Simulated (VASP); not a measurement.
# Na (Im-3m) in VASP: notebook

Na is run at these levels: r2SCAN; tasks: single point, relaxation of cell and atoms.

All numbers are computed with VASP 6.6.1; they aren't measurements. Logs are shortened: lines on timing, memory, paths and dates and some standing lists are left out, and cuts for length are marked.

**1. The cell of the first run**

It takes space group Im-3m (No. 229, cubic). Conventional cell: a = 4.224 Å, b = 4.224 Å, c = 4.224 Å, α = 90.00°, β = 90.00°, γ = 90.00°. Within 4.8 Å of Na (site symmetry m-3m) lie 14 Na at 3.66 to 4.22 Å.

**2. Single point, r2SCAN**

POSCAR reads:

```
Na
1.0
   -2.1119586771      2.1119586771      2.1119586771
    2.1119586771     -2.1119586771      2.1119586771
    2.1119586771      2.1119586771     -2.1119586771
Na
1
Direct
    0.0000000000      0.0000000000      0.0000000000
```

INCAR.step1 reads:

```
ALGO     = Normal         # electronic algorithm
EDIFF    = 1E-4           # SCF threshold, eV
ENCUT    = 520            # plane-wave cutoff, eV
GGA      = PE             # functional
ISMEAR   = 0              # smearing method
LASPH    = True           # aspherical terms in the spheres
LCHARG   = False          # write CHGCAR
LREAL    = False          # projectors in reciprocal space
LWAVE    = True           # write WAVECAR
NBANDS   = 10             # bands
NELM     = 80             # most SCF steps
PREC     = Accurate       # precision mode
SIGMA    = 0.1            # smearing width, eV
```

INCAR.step2 reads:

```
ALGO     = Normal         # electronic algorithm
EDIFF    = 1E-6           # SCF threshold, eV
ENCUT    = 520            # plane-wave cutoff, eV
ISIF     = 2              # what is computed and relaxed
ISMEAR   = 0              # smearing method
ISTART   = 1            
LASPH    = True           # aspherical terms in the spheres
LCHARG   = False          # write CHGCAR
LMIXTAU  = True         
LREAL    = False          # projectors in reciprocal space
LWAVE    = False          # write WAVECAR
METAGGA  = R2SCAN         # meta-GGA
NBANDS   = 10             # bands
NELM     = 80             # most SCF steps
PREC     = Accurate       # precision mode
SIGMA    = 0.1            # smearing width, eV
```

KPOINTS reads:

```
k-points
0
Gamma
  14 14 14
```

Potentials or basis: VASP PAW PBE potentials, release 64 (Na_pv).

The run is started by

```bash
cat potpaw_PBE.64/Na_pv/POTCAR > POTCAR
cp INCAR.step1 INCAR
mpirun -np 1 vasp_std > vasp.out
cp INCAR.step2 INCAR
mpirun -np 1 vasp_std > vasp.out
```

OUTCAR:

```text
EDIFF = 1E-6
   ENCUT = 520
   ISIF = 2
   ISMEAR = 0
   ISTART = 1
   LASPH = True
   LREAL = False
   METAGGA = R2SCAN
   NELM = 80
   PREC = Accurate

 ion  position               nearest neighbor table
   1  0.000  0.000  0.000-

  LATTYP: Found a body centered cubic cell.
 ALAT       =     4.2239173542

  Lattice vectors:

 A1 = (  -2.1119586771,   2.1119586771,   2.1119586771)
 A2 = (   2.1119586771,  -2.1119586771,   2.1119586771)
 A3 = (   2.1119586771,   2.1119586771,  -2.1119586771)

Analysis of symmetry for initial positions (statically):
=====================================================================
 Subroutine PRICEL returns:
 Original cell was already a primitive cell.

 Routine SETGRP: Setting up the symmetry group for a
 body centered cubic supercell.

 Subroutine GETGRP returns: Found 48 space group operations
 (whereof 48 operations were pure point group operations)
 out of a pool of 48 trial point group operations.

The static configuration has the point symmetry O_h .

Analysis of symmetry for dynamics (positions and initial velocities):
=====================================================================
 Subroutine PRICEL returns:
 Original cell was already a primitive cell.

 Routine SETGRP: Setting up the symmetry group for a
 body centered cubic supercell.

 Subroutine GETGRP returns: Found 48 space group operations
 (whereof 48 operations were pure point group operations)
 out of a pool of 48 trial point group operations.

The dynamic configuration has the point symmetry O_h .

 Subroutine INISYM returns: Found 48 space group operations
 (whereof 48 operations are pure point group operations),
 and found     1 'primitive' translations

----------------------------------------------------------------------------------------

                                     Primitive cell

  volume of cell :      37.6805

  direct lattice vectors                    reciprocal lattice vectors
    -2.111958677  2.111958677  2.111958677     0.000000000  0.236747056  0.236747056
     2.111958677 -2.111958677  2.111958677     0.236747056  0.000000000  0.236747056
     2.111958677  2.111958677 -2.111958677     0.236747056  0.236747056  0.000000000

  length of vectors
     3.658019732  3.658019732  3.658019732     0.334810898  0.334810898  0.334810898

  position of ions in fractional coordinates (direct lattice)
     0.000000000  0.000000000  0.000000000

  ion indices of the primitive-cell ions
   primitive index   ion index
                 1           1

----------------------------------------------------------------------------------------

 KPOINTS: k-points

Automatic generation of k-mesh.
 Grid dimensions read from file:
 generate k-points for:   14   14   14

 Generating k-lattice:

  Cartesian coordinates                     Fractional coordinates (reciprocal lattice)
     0.000000000  0.016910504  0.016910504     0.071428571  0.000000000  0.000000000
     0.016910504  0.000000000  0.016910504     0.000000000  0.071428571  0.000000000
     0.016910504  0.016910504  0.000000000     0.000000000  0.000000000  0.071428571

  Length of vectors
     0.023915064  0.023915064  0.023915064

  Shift w.r.t. Gamma in fractional coordinates (k-lattice)
     0.000000000  0.000000000  0.000000000

 Subroutine IBZKPT returns following result:
 ===========================================

 Found    104 irreducible k-points:

 Following reciprocal coordinates:
            Coordinates               Weight
  0.000000  0.000000  0.000000      1.000000
  0.071429  0.000000  0.000000     12.000000
  0.142857  0.000000  0.000000     12.000000
  0.214286  0.000000  0.000000     12.000000
  0.285714  0.000000  0.000000     12.000000
  0.357143  0.000000  0.000000     12.000000
[... 16 lines left out ...]
  0.285714  0.285714  0.000000     24.000000
  0.357143  0.285714 -0.000000     24.000000
 [... further k-points ...]
   k-points           NKPTS =    104   k-points in BZ     NKDIM =    104   number of bands    NBANDS=     10
   number of dos      NEDOS =    301   number of ions     NIONS =      1
   total plane-waves  NPLWV =  21952
   dimension x,y,z NGX =    28 NGY =   28 NGZ =   28
   dimension x,y,z NGXF=    56 NGYF=   56 NGZF=   56
   ions per type =               1
   NGX,Y,Z   is equivalent  to a cutoff of  12.73, 12.73, 12.73 a.u.
   NGXF,Y,Z  is equivalent  to a cutoff of  25.45, 25.45, 25.45 a.u.
 SYSTEM =  unknown system
   PREC   = accura    normal or accurate (medium, high low for compatibility)
   ISTART =      1    job   : 0-new  1-cont  2-samecut
   ICHARG =      0    charge: 1-file 2-atom 10-const
   ISPIN  =      1    spin polarized calculation?
   LNONCOLLINEAR =      F non collinear calculations
   LSORBIT =      F    spin-orbit coupling
   LASPH  =      T    aspherical Exc in radial PAW
   ENCUT  =  520.0 eV  38.22 Ry    6.18 a.u.   6.80  6.80  6.80*2*pi/ulx,y,z
   NELM   =     80;   NELMIN=  2; NELMDL=  0     # of ELM steps
   EDIFF  = 0.1E-05   stopping-criterion for ELM
   LREAL  =      F    real-space projection
   EDIFFG = 0.1E-04   stopping-criterion for IOM
   NSW    =      0    number of steps for IOM
   IBRION =     -1    ionic relax: 0-MD 1-quasi-New 2-CG
   NFREE  =      0    steps in history (QN), initial steepest desc. (CG)
   ISIF   =      2    stress and relaxation
   ISYM   =      2    0-nonsym 1-usesym 2-fastsym
   POTIM  = 0.5000    time-step for ionic-motion
   TEBEG  =    0.0;   TEEND  =   0.0 temperature during run
   PSTRESS=    0.0 pullay stress
   NELECT =       7.0000    total number of electrons
   NUPDOWN=      -1.0000    fix difference up-down
   EMIN   =  10.00;   EMAX   =-10.00  energy-range for DOS
   EFERMI =   0.00;   METHOD = LEGACY
   ISMEAR =     0;   SIGMA  =   0.10  broadening in eV -4-tet -1-fermi 0-gaus
   EFERMI_NEDOS =   21; number of points for ismear=-14 and -15
   IALGO  =     38    algorithm
   IMIX   =      4    mixing-type and parameters
     AMIX     =   0.40;   BMIX     =  1.00
     AMIX_MAG =   1.60;   BMIX_MAG =  1.00
  volume/ion in A,a.u.               =      37.68       254.28
  Fermi-wavevector in a.u.,A,eV,Ry     =   0.934119  1.765229 11.872143  0.872578
  Thomas-Fermi vector in A             =   2.060891
   LORBIT       =      0    0 simple, 1 ext, 2 COOP (PROOUT), +10 PAW based schemes
   METAGGA = R2SCAN    functional components
   LHFCALC =     F    Hartree Fock is set to
   AEXX    =    0.0000 exact exchange contribution
   IVDW    =     0    specifies the selected vdW correction
   LEPSILON=     F    determine dielectric tensor
   LRPA    =     F    only Hartree local field effects (RPA)
 non-spin polarized calculation
 Gauss-broadening in eV      SIGMA  =   0.10
  energy-cutoff  :      520.00
  volume of cell :       37.68
 maximum number of plane-waves:      1048
   NGX = 13   NGY = 13   NGZ = 13

 number of electron       7.0000010 magnetization

 Free energy of the ion-electron system (eV)
  ---------------------------------------------------
  ext. energy  EPLUGINS =         0.00000000
  ---------------------------------------------------
  free energy    TOTEN  =        -3.55488515 eV

  energy without entropy =       -3.55190053  energy(sigma->0) =       -3.55339284

 E-fermi :   0.2742     XC(G=0):  -6.8729

 val. band max:        0.2487439318   @ k =  -0.3571   0.4286   0.1429
 cond. band min:       0.3283994936   @ k =   0.3571   0.0714   0.0714
 fundamental gap:      0.0796555618
 Fermi energy:         0.2742182733

 k-point     1 :       0.0000    0.0000    0.0000
  band No.  band energies     occupation
      1     -25.7231      2.00000
      2     -25.7231      2.00000
      3     -25.7228      2.00000
      4      -3.1527      2.00000
      5      12.6125      0.00000
      6      12.6130      0.00000
      7      12.6130      0.00000
      8      13.8148      0.00000
      9      13.8148      0.00000
     10      14.4231      0.00000

 k-point     2 :       0.0714    0.0000    0.0000
  band No.  band energies     occupation
      1     -25.7247      2.00000
      2     -25.7236      2.00000
      3     -25.7231      2.00000
      4      -3.0577      2.00000
      5      11.4483      0.00000
      6      12.0250      0.00000
      7      12.3304      0.00000
      8      13.0836      0.00000
      9      13.2312      0.00000
     10      14.8888      0.00000

 k-point     3 :       0.1429    0.0000    0.0000
  band No.  band energies     occupation
      1     -25.7294      2.00000
      2     -25.7252      2.00000
      3     -25.7231      2.00000
      4      -2.7738      2.00000
      5       9.4958      0.00000
      6      11.1317      0.00000
      7      11.7811      0.00000
      8      12.2270      0.00000
      9      12.9974      0.00000
     10      15.0327      0.00000

 k-point     4 :       0.2143    0.0000    0.0000
  band No.  band energies     occupation
      1     -25.7363      2.00000
      2     -25.7275      2.00000
      3     -25.7231      2.00000
      4      -2.3039      2.00000
      5       7.5985      0.00000
      6      10.3422      0.00000
      7      11.2421      0.00000
      8      11.5103      0.00000
      9      12.6277      0.00000
     10      15.2893      0.00000
[... 222 lines left out ...]
 k-point    22 :       0.3571    0.2143    0.0000
  band No.  band energies     occupation
      1     -25.7521      2.00000
      2     -25.7393      2.00000
      3     -25.7266      2.00000
      4       1.2574      0.00000
      5       2.6469      0.00000
      6       5.2405      0.00000
      7       9.1201      0.00000
      8      12.4382      0.00000
      9      14.7855      0.00000
     10      15.6889      0.00000

 k-point    23 :       0.2857    0.2857    0.0000
  band No.  band energies     occupation
      1     -25.7502      2.00000
      2     -25.7412      2.00000
      3     -25.7271      2.00000
      4       1.1950      0.00000
      5       3.3356      0.00000
      6       4.3752      0.00000
      7       9.0304      0.00000
      8      13.1135      0.00000
      9      14.0464      0.00000
     10      16.0994      0.00000

 k-point    24 :       0.3571    0.2857   -0.0000
  band No.  band energies     occupation
      1     -25.7489      2.00000
      2     -25.7437      2.00000
      3     -25.7272      2.00000
      4       2.0470      0.00000
      5       2.5587      0.00000
      6       4.0560      0.00000
      7       8.9439      0.00000
      8      13.3120      0.00000
      9      14.2456      0.00000
     10      15.6009      0.00000

 [... further k-points ...]
[... 5 lines left out ...]
  --------------------------------------------------------------------------------------
  -------------------------------------------------------------------------------------
  Total        0.0217979      0.0217979      0.0217979      0.0000000      0.0000000     -0.0000000
  in kB        0.9268489      0.9268489      0.9268489      0.0000000      0.0000000     -0.0000000
  external PRESSURE =       0.9268489 kB  Pullay stress =       0.0000000 kB

 VOLUME and BASIS-vectors are now :
 -----------------------------------------------------------------------------
  energy-cutoff  :      520.00
  volume of cell :       37.68
      direct lattice vectors                 reciprocal lattice vectors
    -2.111958677  2.111958677  2.111958677     0.000000000  0.236747056  0.236747056
     2.111958677 -2.111958677  2.111958677     0.236747056  0.000000000  0.236747056
     2.111958677  2.111958677 -2.111958677     0.236747056  0.236747056  0.000000000

 POSITION                                       TOTAL-FORCE (eV/Angst)
 -----------------------------------------------------------------------------------
      0.00000      0.00000      0.00000        -0.000000      0.000000     -0.000000
 -----------------------------------------------------------------------------------
    total drift:                               -0.000000     -0.000000     -0.000000

  FREE ENERGIE OF THE ION-ELECTRON SYSTEM (eV)
  ---------------------------------------------------
  free  energy   TOTEN  =        -3.5548851532 eV

  energy  without entropy=       -3.5519005323  energy(sigma->0) =       -3.55339284
```

Wall time 54 s (1 thread of Intel Xeon 6975P-C (Granite Rapids), shared host); peak memory 0.17 GiB.

Results:

| Quantity | Value |
| --- | --- |
| Free energy | -3.5549 eV |
| Pressure | 0.1 GPa |

Caveat: the PAW data sets were made with another functional, which shifts forces and pressure a little.

**3. Single point, r2SCAN**

This run uses another cell than the first one, of 37.84 Å³/atom, 1.004 times its volume.

POSCAR reads:

```
Na
1.0
   -2.1149933329      2.1149933329      2.1149933329
    2.1149933329     -2.1149933329      2.1149933329
    2.1149933329      2.1149933329     -2.1149933329
Na
1
Direct
    0.0000000000      0.0000000000      0.0000000000
```

INCAR.step1 reads:

```
  PREC = Accurate
  ENCUT = 520
  ISMEAR = -1
  SIGMA = 0.15
  LREAL = False
  LASPH = True
  NELM = 60
  NBANDS = 10
  GGA = PE
  ALGO = Normal
  EDIFF = 1E-4
  LWAVE = True
  LCHARG = False
```

INCAR.step2 reads:

```
  PREC = Accurate
  ENCUT = 520
  EDIFF = 1E-6
  ISMEAR = -1
  SIGMA = 0.15
  LREAL = False
  LASPH = True
  NELM = 60
  ALGO = Normal
  ISIF = 2
  LWAVE = False
  LCHARG = True
  METAGGA = R2SCAN
  LMIXTAU = True
  LELF = True
  LVHAR = True
  NBANDS = 10
  ISTART = 1
```

KPOINTS reads:

```
Automatic mesh
0
Gamma
  14 14 14
```

Potentials or basis: VASP PAW PBE potentials, release 64 (Na_pv).

The run is started by

```bash
cat potpaw_PBE.64/Na_pv/POTCAR > POTCAR
cp INCAR.step1 INCAR
mpirun -np 1 vasp_std > vasp.out
cp INCAR.step2 INCAR
mpirun -np 1 vasp_std > vasp.out
```

OUTCAR:

```text
PREC = Accurate
   ENCUT = 520
   EDIFF = 1E-6
   ISMEAR = -1
   LREAL = False
   LASPH = True
   NELM = 60
   ISIF = 2
   METAGGA = R2SCAN
   ISTART = 1

 ion  position               nearest neighbor table
   1  0.000  0.000  0.000-

  LATTYP: Found a body centered cubic cell.
 ALAT       =     4.2299866658

  Lattice vectors:

 A1 = (  -2.1149933329,   2.1149933329,   2.1149933329)
 A2 = (   2.1149933329,  -2.1149933329,   2.1149933329)
 A3 = (   2.1149933329,   2.1149933329,  -2.1149933329)

Analysis of symmetry for initial positions (statically):
=====================================================================
 Subroutine PRICEL returns:
 Original cell was already a primitive cell.

 Routine SETGRP: Setting up the symmetry group for a
 body centered cubic supercell.

 Subroutine GETGRP returns: Found 48 space group operations
 (whereof 48 operations were pure point group operations)
 out of a pool of 48 trial point group operations.

The static configuration has the point symmetry O_h .

Analysis of symmetry for dynamics (positions and initial velocities):
[... 152 lines left out ...]
  free energy    TOTEN  =        -3.57094590 eV

  energy without entropy =       -3.53742311  energy(sigma->0) =       -3.55418451

 E-fermi :   0.2817     XC(G=0):  -6.8611

 val. band max:        0.2368175035   @ k =  -0.3571   0.4286   0.1429
 cond. band min:       0.3162936382   @ k =   0.3571   0.0714   0.0714
 fundamental gap:      0.0794761347
 Fermi energy:         0.2817374081

 k-point     1 :       0.0000    0.0000    0.0000
  band No.  band energies     occupation
      1     -25.7394      2.00000
      2     -25.7394      2.00000
      3     -25.7391      2.00000
      4      -3.1559      2.00000
      5      12.5742      0.00000
      6      12.5747      0.00000
      7      12.5747      0.00000
      8      13.7740      0.00000
      9      13.7740      0.00000
     10      14.3799      0.00000
[... 287 lines left out ...]
 k-point    24 :       0.3571    0.2857    0.0000
  band No.  band energies     occupation
      1     -25.7647      2.00000
      2     -25.7597      2.00000
      3     -25.7434      2.00000
      4       2.0316      0.00002
      5       2.5416      0.00000
      6       4.0330      0.00000
      7       8.9080      0.00000
      8      13.2701      0.00000
      9      14.2020      0.00000
     10      15.5460      0.00000

 [... further k-points ...]
[... 5 lines left out ...]
  --------------------------------------------------------------------------------------
  -------------------------------------------------------------------------------------
  Total        0.0219785      0.0219785      0.0219785      0.0000000      0.0000000      0.0000000
  in kB        0.9305115      0.9305115      0.9305115      0.0000000      0.0000000      0.0000000
  external PRESSURE =       0.9305115 kB  Pullay stress =       0.0000000 kB

 VOLUME and BASIS-vectors are now :
 -----------------------------------------------------------------------------
  energy-cutoff  :      520.00
  volume of cell :       37.84
      direct lattice vectors                 reciprocal lattice vectors
    -2.114993333  2.114993333  2.114993333     0.000000000  0.236407365  0.236407365
     2.114993333 -2.114993333  2.114993333     0.236407365  0.000000000  0.236407365
     2.114993333  2.114993333 -2.114993333     0.236407365  0.236407365  0.000000000

 POSITION                                       TOTAL-FORCE (eV/Angst)
 -----------------------------------------------------------------------------------
      0.00000      0.00000      0.00000         0.000000      0.000000     -0.000000
 -----------------------------------------------------------------------------------
    total drift:                               -0.000000     -0.000000     -0.000000

  FREE ENERGIE OF THE ION-ELECTRON SYSTEM (eV)
  ---------------------------------------------------
  free  energy   TOTEN  =        -3.5709459047 eV

  energy  without entropy=       -3.5374231142  energy(sigma->0) =       -3.55418451
```

Wall time 60 s (1 thread of Intel Xeon 6975P-C (Granite Rapids), shared host); peak memory 0.17 GiB.

Results:

```
Free energy : -3.5709 eV
Pressure    : 0.1 GPa
```

Levels at points of the mesh, in eV from the Fermi level:
```
           k point  band 1  band 2  band 3  band 4  band 5  band 6  band 7  band 8
(0.00, 0.00, 0.00)  -26.02  -26.02  -26.02   -3.44   12.29   12.29   12.29   13.49
(0.50, 0.00, 0.00)  -26.05  -26.03  -26.02    0.73    1.42    8.59    9.89    9.91
(0.50, 0.50, 0.50)  -26.05  -26.05  -26.05    4.68    4.68    5.24    5.24    5.24
```

Caveat: the PAW data sets were made with another functional, which shifts forces and pressure a little.

(Continued in part 2 of 2.)
